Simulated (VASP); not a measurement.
# HRh8C in VASP: single point with PBE+D3(BJ)

Aim: the single point of HRh8C with PBE+D3(BJ).

Everything below comes from runs of VASP 6.6.1. Logs are shortened: lines on timing, memory, paths and dates and some standing lists are left out, and cuts for length are marked.

### 1 The cell of the first run

The cell holds a slab with vacuum, 20 atoms: a = 5.365 Å, b = 5.365 Å, c = 27.012 Å, α = 90.00°, β = 90.00°, γ = 90.00°.

### 2 Single point, PBE+D3(BJ)

Contents of INCAR:

```
PREC = Accurate
ENCUT = 520
EDIFF = 1E-7
ISMEAR = 0
SIGMA = 0.1
LREAL = Auto
LASPH = T
NELM = 100
ALGO = Normal
ISIF = 2
LWAVE = F
LCHARG = F
LDIPOL = T
IDIPOL = 3
DIPOL = 0.5 0.5 0.453
GGA = PE
IVDW = 12
NBANDS = 141
```

Contents of KPOINTS:

```
regular mesh
0
Gamma
  4 4 1
```

Contents of POSCAR:

```
HRh8C
1.0
    5.3647950047      0.0000000000      0.0000000000
    0.0000000000      5.3647950047      0.0000000000
    0.0000000000      0.0000000000     27.0123243912
Rh C H
16 2 2
Direct
    0.2500000000      0.2500000000      0.2961611109
    0.2500000000      0.7500000000      0.2961611109
    0.7500000000      0.2500000000      0.2961611109
    0.7500000000      0.7500000000      0.2961611109
    0.5000000000      0.5000000000      0.3663787433
    0.5000000000      0.0000000000      0.3663787433
    0.0000000000      0.5000000000      0.3663787433
    0.0000000000      0.0000000000      0.3663787433
    0.7496055944      0.7496055944      0.4371931037
    0.7496055944      0.2503944056      0.4371931037
    0.2503944056      0.7496055944      0.4371931037
    0.2503944056      0.2503944056      0.4371931037
    0.0000000000      0.0000000000      0.5051548263
    0.0000000000      0.5000000000      0.5059956964
    0.5000000000      0.0000000000      0.5059956964
    0.5000000000      0.5000000000      0.5059790471
    0.0000000000      0.0000000000      0.6830992238
    0.0000000000      0.0000000000      0.6384345993
    0.0000000000      0.0000000000      0.7227021273
    0.0000000000      0.0000000000      0.5985966969
```

Potentials or basis: VASP PAW PBE potentials, release 64 (Rh_pv, C, H).

The run is started by

```console
> cat potpaw_PBE.64/Rh_pv/POTCAR potpaw_PBE.64/C/POTCAR potpaw_PBE.64/H/POTCAR > POTCAR
> mpirun -np 1 vasp_std > vasp.out
```

OUTCAR:

```text
PREC = Accurate
   ENCUT = 520
   EDIFF = 1E-7
   ISMEAR = 0
   LREAL = Auto
   LASPH = T
   NELM = 100
   ISIF = 2
   GGA = PE
   IVDW = 12
 IVDW          = 12

 ion  position               nearest neighbor table
   1  0.250  0.250  0.296-   2 2.68   3 2.68   2 2.68   3 2.68   7 2.68   8 2.68   5 2.68   6 2.68

   2  0.250  0.750  0.296-   1 2.68   4 2.68   1 2.68   4 2.68   7 2.68   8 2.68   5 2.68   6 2.68

   3  0.750  0.250  0.296-   1 2.68   4 2.68   4 2.68   1 2.68   7 2.68   8 2.68   5 2.68   6 2.68
[... 23 lines left out ...]
  15  0.500  0.000  0.506-   9 2.66  10 2.66  11 2.66  12 2.66  16 2.68  16 2.68  13 2.68  13 2.68

  16  0.500  0.500  0.506-   9 2.65  10 2.65  11 2.65  12 2.65  14 2.68  15 2.68  15 2.68  14 2.68

  17  0.000  0.000  0.683-  19 1.07  18 1.21
  18  0.000  0.000  0.638-  20 1.08  17 1.21
  19  0.000  0.000  0.723-  17 1.07
  20  0.000  0.000  0.599-  18 1.08

  LATTYP: Found a simple tetragonal cell.
 ALAT       =     5.3647950047
 C/A-ratio  =     5.0351083998

  Lattice vectors:

 A1 = (   5.3647950047,   0.0000000000,   0.0000000000)
 A2 = (   0.0000000000,   5.3647950047,   0.0000000000)
 A3 = (   0.0000000000,   0.0000000000,  27.0123243912)

Analysis of symmetry for initial positions (statically):
=====================================================================
 Subroutine PRICEL returns:
 Original cell was already a primitive cell.

 Routine SETGRP: Setting up the symmetry group for a
 simple tetragonal supercell.

 Subroutine GETGRP returns: Found  8 space group operations
 (whereof  8 operations were pure point group operations)
 out of a pool of 16 trial point group operations.

The static configuration has the point symmetry C_4v.

Analysis of symmetry for dynamics (positions and initial velocities):
=====================================================================
 Subroutine PRICEL returns:
 Original cell was already a primitive cell.

 Routine SETGRP: Setting up the symmetry group for a
 simple tetragonal supercell.

 Subroutine GETGRP returns: Found  8 space group operations
 (whereof  8 operations were pure point group operations)
 out of a pool of 16 trial point group operations.

The dynamic configuration has the point symmetry C_4v.

 Subroutine INISYM returns: Found  8 space group operations
 (whereof  8 operations are pure point group operations),
 and found     1 'primitive' translations

----------------------------------------------------------------------------------------

                                     Primitive cell
[... 123 lines left out ...]
   ISMEAR =     0;   SIGMA  =   0.10  broadening in eV -4-tet -1-fermi 0-gaus
   EFERMI_NEDOS =   21; number of points for ismear=-14 and -15
   IALGO  =     38    algorithm
   IMIX   =      4    mixing-type and parameters
     AMIX     =   0.40;   BMIX     =  1.00
     AMIX_MAG =   1.60;   BMIX_MAG =  1.00
  volume/ion in A,a.u.               =      38.87       262.32
  Fermi-wavevector in a.u.,A,eV,Ry     =   1.121585  2.119488 17.115481  1.257952
  Thomas-Fermi vector in A             =   2.258239
   LORBIT       =      0    0 simple, 1 ext, 2 COOP (PROOUT), +10 PAW based schemes
   GGA     = PE    functional components
   LHFCALC =     F    Hartree Fock is set to
   AEXX    =    0.0000 exact exchange contribution
   IVDW    =    12    specifies the selected vdW correction
   LEPSILON=     F    determine dielectric tensor
   LRPA    =     F    only Hartree local field effects (RPA)
 non-spin polarized calculation
 Gauss-broadening in eV      SIGMA  =   0.10
  energy-cutoff  :      520.00
  volume of cell :      777.44
 maximum number of plane-waves:     21068
 NGX is ok and might be reduce to    40
   NGX = 19   NGY = 19   NGZ =101

 dipolmoment           0.000000      0.000000      0.001500 electrons x Angstroem

 number of electron     250.0000001 magnetization

 dipolmoment           0.000000      0.000000     -0.030630 electrons x Angstroem

 Free energy of the ion-electron system (eV)
  ---------------------------------------------------
  ext. energy  EPLUGINS =         0.00000000
  ---------------------------------------------------
  free energy    TOTEN  =      -130.35354403 eV

  energy without entropy =     -130.20882054  energy(sigma->0) =     -130.28118228

 E-fermi :  -0.0928     XC(G=0):  -5.2776

 val. band max:       -0.0978718019   @ k =   0.2500   0.0000   0.0000
 cond. band min:      -0.0550981264   @ k =   0.2500   0.2500   0.0000
 fundamental gap:      0.0427736755
 Fermi energy:        -0.0928001671

 k-point     1 :       0.0000    0.0000    0.0000
  band No.  band energies     occupation
      1     -47.1943      2.00000
      2     -47.1938      2.00000
      3     -47.1587      2.00000
      4     -47.1587      2.00000
      5     -47.1527      2.00000
      6     -47.1527      2.00000
[... 829 lines left out ...]
    136       0.5547      0.00000
    137       0.5547      0.00000
 [bands above 137 left out]

------------------------ aborting loop because EDIFF is reached ----------------------------------------

 vacuum level on the upper side and lower side of the slab       (xc-potential included)        -0.144         0.034

 Edisp (eV)   -7.51787

 E8    (eV) :    -3.4737

  FORCE on cell =-STRESS in cart. coord.  units (eV):
  Direction    XX          YY          ZZ          XY          YZ          ZX
  --------------------------------------------------------------------------------------
  -------------------------------------------------------------------------------------
  Total     -12.21036   -12.21036    -2.71080     0.00000    -0.00000     0.00000
  in kB     -25.16348   -25.16348    -5.58651     0.00000    -0.00000     0.00000
  external pressure =      -18.64 kB  Pullay stress =        0.00 kB

 VOLUME and BASIS-vectors are now :
 -----------------------------------------------------------------------------
  energy-cutoff  :      520.00
  volume of cell :      777.44
      direct lattice vectors                 reciprocal lattice vectors
     5.364795005  0.000000000  0.000000000     0.186400412  0.000000000  0.000000000
     0.000000000  5.364795005  0.000000000     0.000000000  0.186400412  0.000000000
     0.000000000  0.000000000 27.012324391     0.000000000  0.000000000  0.037020139

 POSITION                                       TOTAL-FORCE (eV/Angst)
 -----------------------------------------------------------------------------------
      1.34120      1.34120      8.00000         0.000600      0.000600      0.339719
      1.34120      4.02360      8.00000         0.000600     -0.000600      0.339719
      4.02360      1.34120      8.00000        -0.000600      0.000600      0.339719
      4.02360      4.02360      8.00000        -0.000600     -0.000600      0.339719
      2.68240      2.68240      9.89674        -0.000000     -0.000000     -0.380562
      2.68240      0.00000      9.89674        -0.000000     -0.000000     -0.330406
[... 12 lines left out ...]
      0.00000      0.00000     19.52186        -0.000000      0.000000     -0.015453
      0.00000      0.00000     16.16949        -0.000000      0.000000      0.037412
 -----------------------------------------------------------------------------------
    total drift:                                0.000000     -0.000000     -0.001274

  FREE ENERGIE OF THE ION-ELECTRON SYSTEM (eV)
  ---------------------------------------------------
  free  energy   TOTEN  =      -137.8714168910 eV

  energy  without entropy=     -137.7266934055  energy(sigma->0) =     -137.79905515

 vacuum level on the upper side and lower side of the slab         4.773         4.956
```

OSZICAR:

```text
N       E                     dE             d eps       ncg     rms          rms(c)
DAV:   1     0.249089629683E+04    0.24909E+04   -0.15587E+05  2132   0.165E+03
DAV:   2    -0.318119641973E+02   -0.25227E+04   -0.24630E+04  1833   0.471E+02
DAV:   3    -0.136231199152E+03   -0.10442E+03   -0.98096E+02  2168   0.887E+01
DAV:   4    -0.140880579936E+03   -0.46494E+01   -0.43980E+01  2152   0.144E+01
[... 28 lines left out ...]
DAV:  33    -0.130353541187E+03   -0.60830E-05   -0.17613E-07  1152   0.112E-03    0.761E-04
DAV:  34    -0.130353543087E+03   -0.19005E-05   -0.28014E-08   992   0.355E-04    0.593E-04
DAV:  35    -0.130353543762E+03   -0.67487E-06   -0.73286E-09   897   0.307E-04    0.285E-04
DAV:  36    -0.130353543966E+03   -0.20421E-06    0.12185E-10   879   0.281E-04    0.349E-04
DAV:  37    -0.130353544026E+03   -0.59816E-07    0.41393E-09   871   0.193E-04
   1 F= -.13787142E+03 E0= -.13779906E+03  d E =-.144723E+00
```

stdout:

```text
POSCAR found type information on POSCAR RhC H
 POSCAR found :  3 types and      20 ions
 scaLAPACK will be used
 LDA part: xc-table for (Slater+PW92), standard interpolation
 POSCAR, INCAR and KPOINTS ok, starting setup
 FFT: planning ... GRIDC
 FFT: planning ... GRID_SOFT
 FFT: planning ... GRID
 WAVECAR not read
 entering main loop
```

Wall time 71 min (1 thread of Intel Xeon 8259CL, shared host); peak memory 0.9 GiB.

Results:

```yaml
Free_energy: -137.8714 eV
Largest_force: 0.381 eV/Å
Band_gap_on_the_k_mesh: zero (bands 125 and 126 overlap by 0.80 eV)
Dispersion_energy_per_atom: -0.376 eV
```

Forces on the atoms (eV/Å):
```
Rh   0.001  0.001  0.340
Rh   0.001 -0.001  0.340
Rh  -0.001  0.001  0.340
Rh  -0.001 -0.001  0.340
Rh   0.000  0.000 -0.381
Rh   0.000  0.000 -0.330
Rh   0.000  0.000 -0.330
Rh   0.000  0.000 -0.323
Rh   0.001  0.001  0.004
Rh   0.001 -0.001  0.004
Rh  -0.001  0.001  0.004
Rh  -0.001 -0.001  0.004
Rh   0.000  0.000  0.004
Rh   0.000  0.000 -0.006
Rh   0.000  0.000 -0.006
Rh   0.000  0.000 -0.012
C    0.000  0.000  0.115
C    0.000  0.000 -0.128
H    0.000  0.000 -0.015
H    0.000  0.000  0.037
```

The gap in the log of VASP goes by the Fermi energy; the results here count the filled bands.